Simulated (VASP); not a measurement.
# CsBr (Pm-3m) in VASP: notebook, part 2 of 2

VASP 6.6.1. The steps go on from the part before.

## 3. Vibrations by perturbation theory, PBEsol

This run uses another cell than the first one, of 38.12 Å³/atom.

The input, INCAR:

```
SYSTEM = CsBr
  ALGO = Normal
  EDIFF = 1E-8
  ENCUT = 500
  GGA = PS
  GGA_COMPAT = .False.
  IBRION = 8
  ISIF = 2
  ISMEAR = 0
  LASPH = .True.
  LCHARG = .False.
  LREAL = .False.
  LWAVE = .False.
  NBANDS = 15
  NELM = 120
  NSW = 1
  PREC = Accurate
  SIGMA = 0.01
```

The input, KPOINTS:

```
k-points
0
Gamma
  6 6 6
  0 0 0
```

The input, POSCAR:

```
CsBr
1.0
    4.2401722903      0.0000000000      0.0000000000
    0.0000000000      4.2401722903      0.0000000000
    0.0000000000      0.0000000000      4.2401722903
Cs Br
1 1
Direct
    0.0000000000      0.0000000000      0.0000000000
    0.5000000000      0.5000000000      0.5000000000
```

Potentials or basis: VASP PAW PBE potentials, release 64 (Cs_sv, Br).

On the command line:

```bash
> cat potpaw_PBE.64/Cs_sv/POTCAR potpaw_PBE.64/Br/POTCAR > POTCAR
> mpirun -np 1 vasp_std > vasp.out
```

OUTCAR:

```text
SYSTEM = CsBr
   EDIFF = 1E-8
   ENCUT = 500
   GGA = PS
   IBRION = 8
   ISIF = 2
   ISMEAR = 0
   LASPH = .True.
   LREAL = .False.
   NELM = 120
   NSW = 1
   PREC = Accurate

 ion  position               nearest neighbor table
   1  0.000  0.000  0.000-
   2  0.500  0.500  0.500-

  LATTYP: Found a simple cubic cell.
 ALAT       =     4.2401722903

  Lattice vectors:

 A1 = (   4.2401722903,   0.0000000000,   0.0000000000)
 A2 = (   0.0000000000,   4.2401722903,   0.0000000000)
 A3 = (   0.0000000000,   0.0000000000,   4.2401722903)

Analysis of symmetry for initial positions (statically):
=====================================================================
 Subroutine PRICEL returns:
 Original cell was already a primitive cell.

 Routine SETGRP: Setting up the symmetry group for a
 simple cubic supercell.

 Subroutine GETGRP returns: Found 48 space group operations
 (whereof 48 operations were pure point group operations)
 out of a pool of 48 trial point group operations.

The static configuration has the point symmetry O_h .

Analysis of symmetry for dynamics (positions and initial velocities):
=====================================================================
 Subroutine PRICEL returns:
 Original cell was already a primitive cell.

 Routine SETGRP: Setting up the symmetry group for a
 simple cubic supercell.

 Subroutine GETGRP returns: Found 48 space group operations
 (whereof 48 operations were pure point group operations)
 out of a pool of 48 trial point group operations.

[... 536 lines left out ...]
 -----------------------------------------------------------------------------------
    total drift:                                0.000000      0.000000     -0.000000

  FREE ENERGIE OF THE ION-ELECTRON SYSTEM (eV)
  ---------------------------------------------------
  free  energy   TOTEN  =        -6.3471093449 eV

  energy  without entropy=       -6.3471093449  energy(sigma->0) =       -6.34710934

[... ionic steps 2 to 3 ...]

--------------------------------------- Ionic step        4  -------------------------------------------

------------------------ aborting loop because EDIFF is reached ----------------------------------------

[... ionic steps 5 to 6 ...]

--------------------------------------- Ionic step        7  -------------------------------------------

 Free energy of the ion-electron system (eV)
  ---------------------------------------------------
  ---------------------------------------------------
  free energy    TOTEN  =        -0.14538103 eV

  energy without entropy =       -0.14538103

------------------------ aborting loop because EDIFF is reached ----------------------------------------

 INTERNAL STRAIN TENSOR  FOR ION    2  DIRECTION 1   (eV/Angst):
 -----------------------------------------------------------------------------
     0.01450  0.00000 -0.00000
     0.00000  0.00168 -0.00000
    -0.00000 -0.00000  0.00168

 INTERNAL STRAIN TENSOR FOR ION    2 for displacements in x,y,z  (eV/Angst):
          X           Y           Z          XY          YZ          ZX
  --------------------------------------------------------------------------------
  x     0.00000     0.00000     0.00000     0.00000     0.00000     0.00000
  y     0.00000     0.00000     0.00000     0.00000     0.00000     0.00000
  z     0.00000     0.00000     0.00000     0.00000     0.00000     0.00000

 SECOND DERIVATIVES (NOT SYMMETRIZED)
 ------------------------------------
               1X          1Y          1Z          2X          2Y          2Z
  1X    -0.891057   -0.000000   -0.000000    0.891057    0.000000    0.000000
  1Y    -0.000000   -0.891057    0.000000    0.000000    0.891057   -0.000000
  1Z    -0.000000   -0.000000   -0.891057    0.000000    0.000000    0.891057
  2X     0.898467    0.000000    0.000000   -0.898467   -0.000000   -0.000000
  2Y     0.000000    0.898467    0.000000    0.000000   -0.898467   -0.000000
  2Z    -0.000000   -0.000000    0.898467    0.000000    0.000000   -0.898467

 Eigenvectors and eigenvalues of the dynamical matrix
 ----------------------------------------------------

   1 f  =    2.094461 THz    13.159886 2PiTHz   69.863698 cm-1     8.661991 meV
             X         Y         Z           dx          dy          dz
      0.000000  0.000000  0.000000    -0.540571    0.285177   -0.000000
      2.120086  2.120086  2.120086     0.700049   -0.369309   -0.000000
[... 21 lines left out ...]
   6 f/i=    0.004195 THz     0.026358 2PiTHz    0.139930 cm-1     0.017349 meV
             X         Y         Z           dx          dy          dz
      0.000000  0.000000  0.000000    -0.600500    0.448419    0.254514
      2.120086  2.120086  2.120086    -0.463700    0.346265    0.196534

--------------------------------------------------------------------------------------------------------

 ELASTIC MODULI CONTR FROM IONIC RELAXATION (kBar)
 Direction    XX          YY          ZZ          XY          YZ          ZX
 --------------------------------------------------------------------------------
 XX           0.0000      0.0000      0.0000      0.0000      0.0000      0.0000
 YY           0.0000      0.0000      0.0000      0.0000      0.0000      0.0000
 ZZ           0.0000      0.0000      0.0000      0.0000      0.0000      0.0000
 XY           0.0000      0.0000      0.0000      0.0000      0.0000      0.0000
 YZ           0.0000      0.0000      0.0000      0.0000      0.0000      0.0000
 ZX           0.0000      0.0000      0.0000      0.0000      0.0000      0.0000
 --------------------------------------------------------------------------------
```

OSZICAR:

```text
N       E                     dE             d eps       ncg     rms          rms(c)
DAV:   1     0.854933781589E+02    0.85493E+02   -0.63946E+03   600   0.875E+02
DAV:   2    -0.157175213260E-01   -0.85509E+02   -0.78347E+02   861   0.154E+02
DAV:   3    -0.653459521140E+01   -0.65189E+01   -0.64876E+01   768   0.461E+01
DAV:   4    -0.658627639128E+01   -0.51681E-01   -0.51670E-01   719   0.491E+00
[... 42 lines left out ...]
RMM:   9    -0.145381000637E+00    0.31433E-06   -0.74143E-10  1967   0.149E-04    0.441E-05
RMM:  10    -0.145380929262E+00    0.71374E-07   -0.55046E-10  2081   0.225E-05    0.150E-05
RMM:  11    -0.145381005076E+00   -0.75814E-07   -0.13357E-09  2134   0.934E-06    0.238E-06
RMM:  12    -0.145381035402E+00   -0.30326E-07   -0.48159E-09  1928   0.438E-06    0.611E-07
RMM:  13    -0.145381027260E+00    0.81420E-08    0.82660E-09  1567   0.260E-06    0.213E-07
 Linear response finished
```

stdout:

```text
POSCAR found type information on POSCAR CsBr
 POSCAR found :  2 types and       2 ions
 scaLAPACK will be used
 -----------------------------------------------------------------------------
|                                                                             |
|                                                                             |
|     You enforced a specific xc type in the INCAR file but a different       |
|     I HOPE YOU KNOW WHAT YOU ARE DOING!                                     |
|                                                                             |
 -----------------------------------------------------------------------------

 LDA part: xc-table for (Slater+PW92), standard interpolation
 POSCAR, INCAR and KPOINTS ok, starting setup
 FFT: planning ... GRIDC
 FFT: planning ... GRID_SOFT
 FFT: planning ... GRID
 WAVECAR not read
 entering main loop
 Linear response reoptimize wavefunctions to high precision
 Linear response DOF=           2
 Linear response progress:
 first order change of Fermi-energy   0.51989E-03
 force on displaced ion       1 direction 1 :  -0.891   0.000   0.000
 Linear response progress:
 first order change of Fermi-energy   0.11394E-04
 force on displaced ion       2 direction 1 :  -0.898  -0.000  -0.000
 Linear response finished
```

Run time: 2.4 min. Hardware: 1 thread of Intel Xeon 8259CL, shared host; peak memory 0.27 GiB.

Results:

```
Highest phonon frequency at Γ, LO-TO splitting left out : 70 cm⁻¹
```

Phonon frequencies in cm⁻¹ (negative: imaginary):
```
              q point     frequencies
(0.000, 0.000, 0.000)  0 0 0 70 70 70
```

Caveat: the PAW data sets were made with another functional, which shifts forces and pressure a little; spin-orbit coupling is left out, which moves the levels of the heavy elements.

## 4. Vibrations by perturbation theory, PBEsol

This run uses another cell than the first one, of 38.12 Å³/atom.

The input, INCAR:

```
PREC = Accurate
ENCUT = 500
EDIFF = 1E-8
ISMEAR = 0
SIGMA = 0.01
LREAL = False
LASPH = True
NELM = 120
ALGO = Normal
ISIF = 2
LWAVE = False
LCHARG = True
GGA = PS
IBRION = 8
NSW = 1
LEPSILON = True
GGA_COMPAT = False
```

The input, KPOINTS:

```
Automatic mesh
0
Gamma
  6 6 6
```

POSCAR is that of step 3.

Potentials or basis: VASP PAW PBE potentials, release 64 (Cs_sv, Br).

On the command line:

```bash
> cat potpaw_PBE.64/Cs_sv/POTCAR potpaw_PBE.64/Br/POTCAR > POTCAR
> mpirun -np 1 vasp_std > vasp.out
```

OUTCAR:

```text
PREC = Accurate
   ENCUT = 500
   EDIFF = 1E-8
   ISMEAR = 0
   LREAL = False
   LASPH = True
   NELM = 120
   ISIF = 2
   GGA = PS
   IBRION = 8
   NSW = 1
   LEPSILON = True

 ion  position               nearest neighbor table
   1  0.000  0.000  0.000-
   2  0.500  0.500  0.500-

  LATTYP: Found a simple cubic cell.
 ALAT       =     4.2401722903

  Lattice vectors:

 A1 = (   4.2401722903,   0.0000000000,   0.0000000000)
 A2 = (   0.0000000000,   4.2401722903,   0.0000000000)
 A3 = (   0.0000000000,   0.0000000000,   4.2401722903)

Analysis of symmetry for initial positions (statically):
=====================================================================
 Subroutine PRICEL returns:
 Original cell was already a primitive cell.

 Routine SETGRP: Setting up the symmetry group for a
 simple cubic supercell.

 Subroutine GETGRP returns: Found 48 space group operations
 (whereof 48 operations were pure point group operations)
 out of a pool of 48 trial point group operations.

The static configuration has the point symmetry O_h .

Analysis of symmetry for dynamics (positions and initial velocities):
=====================================================================
 Subroutine PRICEL returns:
 Original cell was already a primitive cell.

 Routine SETGRP: Setting up the symmetry group for a
 simple cubic supercell.

 Subroutine GETGRP returns: Found 48 space group operations
 (whereof 48 operations were pure point group operations)
[... 549 lines left out ...]

 PIEZOELECTRIC TENSOR (including local field effects)  for field in x, y, z        (C/m^2)
          XX          YY          ZZ          XY          YZ          ZX
  --------------------------------------------------------------------------------
  x     0.00000     0.00000     0.00000     0.00000     0.00000     0.00000
  y     0.00000     0.00000     0.00000     0.00000     0.00000     0.00000
  z     0.00000     0.00000     0.00000     0.00000     0.00000     0.00000

 BORN EFFECTIVE CHARGES (including local field effects) (in |e|, cummulative output)
 ---------------------------------------------------------------------------------
 ion    1
    1     1.32583     0.00000    -0.00000
    2     0.00000     1.32583     0.00000
    3     0.00000     0.00000     1.32583
 ion    2
    1    -1.32583    -0.00000     0.00000
    2    -0.00000    -1.32583    -0.00000
    3    -0.00000    -0.00000    -1.32583

 INTERNAL STRAIN TENSOR FOR ION    2 for displacements in x,y,z  (eV/Angst):
          X           Y           Z          XY          YZ          ZX
  --------------------------------------------------------------------------------
  x     0.00000     0.00000     0.00000     0.00000     0.00000     0.00000
  y     0.00000     0.00000     0.00000     0.00000     0.00000     0.00000
  z     0.00000     0.00000     0.00000     0.00000     0.00000     0.00000

 SECOND DERIVATIVES (NOT SYMMETRIZED)
 ------------------------------------
               1X          1Y          1Z          2X          2Y          2Z
  1X    -0.891177    0.000000    0.000000    0.891177   -0.000000   -0.000000
  1Y     0.000000   -0.891177    0.000000   -0.000000    0.891177   -0.000000
  1Z    -0.000000   -0.000000   -0.891177    0.000000    0.000000    0.891177
  2X     0.898699    0.000000    0.000000   -0.898699   -0.000000   -0.000000
  2Y     0.000000    0.898699    0.000000   -0.000000   -0.898699   -0.000000
  2Z     0.000000    0.000000    0.898699   -0.000000   -0.000000   -0.898699

 Eigenvectors and eigenvalues of the dynamical matrix
 ----------------------------------------------------

   1 f  =    2.094683 THz    13.161284 2PiTHz   69.871117 cm-1     8.662911 meV
             X         Y         Z           dx          dy          dz
      0.000000  0.000000  0.000000     0.611158   -0.000000   -0.000000
      2.120086  2.120086  2.120086    -0.791509    0.000000    0.000000
[... 21 lines left out ...]
   6 f/i=    0.004258 THz     0.026755 2PiTHz    0.142038 cm-1     0.017610 meV
             X         Y         Z           dx          dy          dz
      0.000000  0.000000  0.000000    -0.548390    0.570749   -0.000000
      2.120086  2.120086  2.120086    -0.423435    0.440700    0.000000

--------------------------------------------------------------------------------------------------------

 MACROSCOPIC STATIC DIELECTRIC TENSOR IONIC CONTRIBUTION
 ------------------------------------------------------
           4.662272     0.000000    -0.000000
           0.000000     4.662272     0.000000
          -0.000000     0.000000     4.662272
 ------------------------------------------------------

 ELASTIC MODULI CONTR FROM IONIC RELAXATION (kBar)
 Direction    XX          YY          ZZ          XY          YZ          ZX
 --------------------------------------------------------------------------------
 XX           0.0000      0.0000      0.0000      0.0000      0.0000      0.0000
 YY           0.0000      0.0000      0.0000      0.0000      0.0000      0.0000
 ZZ           0.0000      0.0000      0.0000      0.0000      0.0000      0.0000
 XY           0.0000      0.0000      0.0000      0.0000      0.0000      0.0000
 YZ           0.0000      0.0000      0.0000      0.0000      0.0000      0.0000
 ZX           0.0000      0.0000      0.0000      0.0000      0.0000      0.0000
 --------------------------------------------------------------------------------

 PIEZOELECTRIC TENSOR IONIC CONTR  for field in x, y, z        (C/m^2)
          XX          YY          ZZ          XY          YZ          ZX
  --------------------------------------------------------------------------------
  x     0.00000     0.00000     0.00000     0.00000     0.00000     0.00000
  y     0.00000     0.00000     0.00000     0.00000     0.00000     0.00000
  z     0.00000     0.00000     0.00000     0.00000     0.00000     0.00000
```

OSZICAR:

```text
N       E                     dE             d eps       ncg     rms          rms(c)
DAV:   1     0.908556061033E+02    0.90856E+02   -0.64576E+03   480   0.109E+03
DAV:   2     0.362671736825E+00   -0.90493E+02   -0.82908E+02   732   0.177E+02
DAV:   3    -0.651736789615E+01   -0.68800E+01   -0.68528E+01   596   0.562E+01
DAV:   4    -0.658592668481E+01   -0.68559E-01   -0.68535E-01   556   0.661E+00
[... 161 lines left out ...]
RMM:   9    -0.145381111440E+00   -0.17896E-06   -0.20267E-09  1627   0.163E-04    0.281E-05
RMM:  10    -0.145380984687E+00    0.12675E-06   -0.13397E-09  1744   0.422E-05    0.658E-06
RMM:  11    -0.145381020513E+00   -0.35825E-07   -0.36684E-09  1753   0.205E-05    0.138E-06
RMM:  12    -0.145381023441E+00   -0.29280E-08   -0.13607E-08  1467   0.150E-05    0.828E-07
 Linear response finished
```

Wall time 5.9 min (1 thread of Intel Xeon 8259CL, shared host); peak memory 0.27 GiB.

What came out:

* Electronic dielectric tensor (diagonal): 3.19
* Born charges (mean of the diagonal): Cs +1.33; Br -1.33 e
* Highest phonon frequency at Γ, LO-TO splitting left out: 70 cm⁻¹

Phonon frequencies in cm⁻¹ (negative: imaginary):
| q point | frequencies |
| --- | --- |
| (0.000, 0.000, 0.000) | 0 0 0 70 70 70 |

Electronic dielectric tensor:
```
3.19 0.00 0.00
0.00 3.19 0.00
0.00 0.00 3.19
```

Born effective charge tensors (e):
atom 1, Cs
```
1.33 0.00 0.00
0.00 1.33 0.00
0.00 0.00 1.33
```
atom 2, Br
```
-1.33  0.00  0.00
 0.00 -1.33  0.00
 0.00  0.00 -1.33
```

Caveat: the PAW data sets were made with another functional, which shifts forces and pressure a little; spin-orbit coupling is left out, which moves the levels of the heavy elements.
